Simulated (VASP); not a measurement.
Here is a VASP 6.6.1 calculation.

Contents of INCAR:

```
SYSTEM = Lu
PREC = Accurate ; ENCUT = 520
EDIFF = 1E-6 ; ISMEAR = -1
SIGMA = 0.1 ; LREAL = .FALSE.
LASPH = .TRUE. ; NELM = 80
ALGO = Normal ; ISIF = 2
LWAVE = .FALSE. ; LCHARG = .FALSE.
GGA = PE ; NBANDS = 44
```

Contents of KPOINTS:

```
Automatic mesh
0
G
  7 7 10
  0 0 0
```

The input POSCAR:

```
Lu
1.0
    5.2174248671      0.0000000000      0.0000000000
   -2.6087124336      4.5184224772      0.0000000000
    0.0000000000      0.0000000000      3.2558723144
Lu
3
Direct
    0.0000000000      0.0000000000      0.0000000000
    0.3333333333      0.6666666667      0.5000000000
    0.6666666667      0.3333333333      0.5000000000
```

Potentials or basis: VASP PAW PBE potentials, release 64 (Lu).

Run with:

```console
$ cat potpaw_PBE.64/Lu/POTCAR > POTCAR
$ mpirun -np 1 vasp_std > vasp.out
```

(1) Predict the band gap on the k mesh.

(2) Predict the pressure.

Answers

(1) zero (an odd number of electrons rules out a gap without spin polarisation).

(2) 7.5 GPa.

Caveat: the cell stands under pressure; spin-orbit coupling is left out, which moves the levels of the heavy elements.
